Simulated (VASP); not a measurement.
# Cl (Im-3m) in VASP: relaxation of cell and atoms with PBE

Aim: the relaxation of cell and atoms of Cl with PBE.

Everything below comes from runs of VASP 6.6.1. Logs are shortened: lines on timing, memory, paths and dates and some standing lists are left out, and cuts for length are marked.

## Step 1: The cell of the first run

It takes space group Im-3m (No. 229, cubic). The conventional cell has a = 3.530 Å, b = 3.530 Å, c = 3.530 Å, α = 90.00°, β = 90.00°, γ = 90.00°. Within 4.0 Å of Cl (site symmetry m-3m) lie 14 Cl at 3.06 to 3.53 Å.

## Step 2: Relaxation of cell and atoms, PBE

Contents of INCAR:

```
ALGO     = Normal         # electronic algorithm
EDIFF    = 1E-6           # SCF threshold, eV
EDIFFG   = -0.005         # ionic threshold
ENCUT    = 600            # plane-wave cutoff, eV
GGA      = PE             # functional
IBRION   = 2              # ionic algorithm
ISIF     = 3              # what is computed and relaxed
ISMEAR   = -1             # smearing method
LASPH    = T              # aspherical terms in the spheres
LCHARG   = F              # write CHGCAR
LREAL    = F              # projectors in reciprocal space
LWAVE    = F              # write WAVECAR
NELM     = 80             # most SCF steps
NSW      = 60             # ionic steps
PREC     = Accurate       # precision mode
SIGMA    = 0.1            # smearing width, eV
```

Contents of KPOINTS:

```
k-points
0
Gamma
  17 17 17
```

Contents of POSCAR:

```
Cl
1.0
   -1.7651741677      1.7651741677      1.7651741677
    1.7651741677     -1.7651741677      1.7651741677
    1.7651741677      1.7651741677     -1.7651741677
Cl
1
Direct
    0.0000000000      0.0000000000      0.0000000000
```

Potentials or basis: VASP PAW PBE potentials, release 64 (Cl).

Started as:

```sh
> cat potpaw_PBE.64/Cl/POTCAR > POTCAR
> mpirun -np 1 vasp_std > vasp.out
```

OUTCAR:

```text
EDIFF = 1E-6
   EDIFFG = -0.005
   ENCUT = 600
   GGA = PE
   IBRION = 2
   ISIF = 3
   ISMEAR = -1
   LASPH = T
   LREAL = F
   NELM = 80
   NSW = 60
   PREC = Accurate

 ion  position               nearest neighbor table
   1  0.000  0.000  0.000-

  LATTYP: Found a body centered cubic cell.
 ALAT       =     3.5303483354

  Lattice vectors:

 A1 = (  -1.7651741677,   1.7651741677,   1.7651741677)
 A2 = (   1.7651741677,  -1.7651741677,   1.7651741677)
 A3 = (   1.7651741677,   1.7651741677,  -1.7651741677)

Analysis of symmetry for initial positions (statically):
=====================================================================
 Subroutine PRICEL returns:
 Original cell was already a primitive cell.

 Routine SETGRP: Setting up the symmetry group for a
 body centered cubic supercell.

 Subroutine GETGRP returns: Found 48 space group operations
[... 9 lines left out ...]

 Routine SETGRP: Setting up the symmetry group for a
 body centered cubic supercell.

 Subroutine GETGRP returns: Found 48 space group operations
[... 11 lines left out ...]
                                     Primitive cell

  volume of cell :      22.0000

  direct lattice vectors                    reciprocal lattice vectors
    -1.765174168  1.765174168  1.765174168     0.000000000  0.283258167  0.283258167
     1.765174168 -1.765174168  1.765174168     0.283258167  0.000000000  0.283258167
     1.765174168  1.765174168 -1.765174168     0.283258167  0.283258167  0.000000000

  length of vectors
     3.057371343  3.057371343  3.057371343     0.400587542  0.400587542  0.400587542

  position of ions in fractional coordinates (direct lattice)
     0.000000000  0.000000000  0.000000000

  ion indices of the primitive-cell ions
   primitive index   ion index
                 1           1

----------------------------------------------------------------------------------------

 KPOINTS: k-points

Automatic generation of k-mesh.
 Grid dimensions read from file:
 generate k-points for:   17   17   17

 Generating k-lattice:

  Cartesian coordinates                     Fractional coordinates (reciprocal lattice)
     0.000000000  0.016662245  0.016662245     0.058823529  0.000000000  0.000000000
     0.016662245  0.000000000  0.016662245     0.000000000  0.058823529  0.000000000
     0.016662245  0.016662245  0.000000000     0.000000000  0.000000000  0.058823529

  Length of vectors
     0.023563973  0.023563973  0.023563973
[... 59 lines left out ...]
   NFREE  =      1    steps in history (QN), initial steepest desc. (CG)
   ISIF   =      3    stress and relaxation
   ISYM   =      2    0-nonsym 1-usesym 2-fastsym
   POTIM  = 0.5000    time-step for ionic-motion
   TEBEG  =    0.0;   TEEND  =   0.0 temperature during run
   PSTRESS=    0.0 pullay stress
   NELECT =       7.0000    total number of electrons
   NUPDOWN=      -1.0000    fix difference up-down
   EMIN   =  10.00;   EMAX   =-10.00  energy-range for DOS
   EFERMI =   0.00;   METHOD = LEGACY
   ISMEAR =    -1;   SIGMA  =   0.10  broadening in eV -4-tet -1-fermi 0-gaus
   EFERMI_NEDOS =   21; number of points for ismear=-14 and -15
   IALGO  =     38    algorithm
   IMIX   =      4    mixing-type and parameters
     AMIX     =   0.40;   BMIX     =  1.00
     AMIX_MAG =   1.60;   BMIX_MAG =  1.00
  volume/ion in A,a.u.               =      22.00       148.46
  Fermi-wavevector in a.u.,A,eV,Ry     =   1.117635  2.112024 16.995143  1.249108
  Thomas-Fermi vector in A             =   2.254259
   LORBIT       =      0    0 simple, 1 ext, 2 COOP (PROOUT), +10 PAW based schemes
   GGA     = PE    functional components
   LHFCALC =     F    Hartree Fock is set to
   AEXX    =    0.0000 exact exchange contribution
   IVDW    =     0    specifies the selected vdW correction
   LEPSILON=     F    determine dielectric tensor
   LRPA    =     F    only Hartree local field effects (RPA)
 conjugate gradient relaxation of ions
 non-spin polarized calculation
  energy-cutoff  :      600.00
  volume of cell :       22.00
 maximum number of plane-waves:       745
   NGX = 13   NGY = 13   NGZ = 13

--------------------------------------- Ionic step        1  -------------------------------------------

 number of electron       6.9999998 magnetization

 Free energy of the ion-electron system (eV)
  ---------------------------------------------------
  ext. energy  EPLUGINS =         0.00000000
  ---------------------------------------------------
  free energy    TOTEN  =        -0.99200453 eV

  energy without entropy =       -0.92423670  energy(sigma->0) =       -0.95812062

------------------------ aborting loop because EDIFF is reached ----------------------------------------

  FORCE on cell =-STRESS in cart. coord.  units (eV):
  Direction    XX          YY          ZZ          XY          YZ          ZX
  --------------------------------------------------------------------------------------
  -------------------------------------------------------------------------------------
  Total       -0.0742510     -0.0742510     -0.0742510      0.0000000      0.0000000     -0.0000000
  in kB       -5.4074184     -5.4074184     -5.4074184      0.0000000      0.0000000     -0.0000000
  external PRESSURE =      -5.4074184 kB  Pullay stress =       0.0000000 kB
[... 92 lines left out ...]
--------------------------------------- Ionic step        4  -------------------------------------------

 number of electron       6.9999998 magnetization

 Free energy of the ion-electron system (eV)
  ---------------------------------------------------
  ext. energy  EPLUGINS =         0.00000000
  ---------------------------------------------------
  free energy    TOTEN  =        -0.99273231 eV

  energy without entropy =       -0.92670985  energy(sigma->0) =       -0.95972108

 E-fermi :   1.6349     XC(G=0):  -9.4662

 val. band max:        1.6332876267   @ k =   0.2941   0.1176   0.0588
 cond. band min:       1.6383502751   @ k =  -0.2941   0.2941   0.1176
 fundamental gap:      0.0050626484
 Fermi energy:         1.6348525339

 k-point     1 :       0.0000    0.0000    0.0000
  band No.  band energies     occupation
      1     -13.6651      2.00000
      2       2.2808      0.00313
      3       2.2808      0.00313
      4       2.2808      0.00313
      5      11.3140      0.00000
      6      15.7680      0.00000
      7      15.7680      0.00000
[... 221 lines left out ...]
 k-point    24 :       0.1765    0.1765    0.0000
  band No.  band energies     occupation
      1     -12.6524      2.00000
      2      -0.9600      2.00000
      3       1.0557      1.99391
      4       1.8654      0.18136
      5      12.8586      0.00000
      6      13.7488      0.00000
      7      15.2390      0.00000

 [... further k-points ...]
[... 5 lines left out ...]
  --------------------------------------------------------------------------------------
  -------------------------------------------------------------------------------------
  Total       -0.0003030     -0.0003030     -0.0003030     -0.0000000      0.0000000      0.0000000
  in kB       -0.0224959     -0.0224959     -0.0224959     -0.0000000      0.0000000      0.0000000
  external PRESSURE =      -0.0224959 kB  Pullay stress =       0.0000000 kB
[... 16 lines left out ...]
  FREE ENERGIE OF THE ION-ELECTRON SYSTEM (eV)
  ---------------------------------------------------
  free  energy   TOTEN  =        -0.9927323092 eV

  energy  without entropy=       -0.9267098452  energy(sigma->0) =       -0.95972108

 reached required accuracy - stopping structural energy minimisation
```

OSZICAR:

```text
N       E                     dE             d eps       ncg     rms          rms(c)
DAV:   1     0.234429623064E+02    0.23443E+02   -0.32833E+03  2324   0.858E+02
DAV:   2    -0.379159248629E+00   -0.23822E+02   -0.23442E+02  3136   0.122E+02
DAV:   3    -0.989284716864E+00   -0.61013E+00   -0.59558E+00  2912   0.227E+01
DAV:   4    -0.991224978262E+00   -0.19403E-02   -0.19399E-02  3808   0.139E+00
[... 24 lines left out ...]
DAV:   1    -0.992805338257E+00   -0.77781E-04   -0.19068E-03  2310   0.357E-01    0.501E-02
DAV:   2    -0.992743565298E+00    0.61773E-04   -0.10257E-04  2492   0.764E-02    0.184E-02
DAV:   3    -0.992730768871E+00    0.12796E-04   -0.51405E-05  2373   0.507E-02    0.155E-02
DAV:   4    -0.992732117709E+00   -0.13488E-05   -0.36309E-07  1316   0.662E-03    0.289E-03
DAV:   5    -0.992732309157E+00   -0.19145E-06   -0.11364E-07  1218   0.319E-03
   4 F= -.99273231E+00 E0= -.95972108E+00  d E =-.727778E-03
```

Wall time 16 s (1 thread of Intel Xeon Platinum 8559C (Emerald Rapids), shared host); peak memory 0.15 GiB.

Results:

```yaml
Free_energy: -0.9927 eV
Relaxed_volume: 21.58 Å³/atom
Relaxed_cell: a = 3.038 Å, b = 3.038 Å, c = 3.038 Å, α = 109.47°, β = 109.47°, γ = 109.47°
Space_group_after_relaxing_to_0.05_Å: Im-3m (No. 229)
Energy_gained_by_relaxing: 0.7 meV/atom
Ionic_steps: 4
Pressure_after_relaxing: 0.0 GPa
```

The path:
| step | energy change (eV) | largest force (eV/Å) | pressure (GPa) | volume (Å³) |
| --- | --- | --- | --- | --- |
| 1 | 0.0000 | 0.0000 | -0.54 | 22.00 |
| 2 | -0.0006 | 0.0000 | -0.24 | 21.76 |
| 3 | -0.0007 | 0.0000 | -0.04 | 21.61 |
| 4 | -0.0007 | 0.0000 | 0.00 | 21.58 |

Final structure:
```
Cl
1.0
    -1.75395    1.75395    1.75395
     1.75395   -1.75395    1.75395
     1.75395    1.75395   -1.75395
Cl
1
Direct
  0.00000 0.00000 0.00000
```

Levels at points of the mesh, in eV from the Fermi level:
| k point | band 1 | band 2 | band 3 | band 4 | band 5 | band 6 | band 7 |
| --- | --- | --- | --- | --- | --- | --- | --- |
| (0.00, 0.00, 0.00) | -15.30 | 0.65 | 0.65 | 0.65 | 9.68 | 14.13 | 14.13 |

Caveat: an odd number of electrons without spin polarisation forces a metal; a magnetic or distorted state may lie lower.
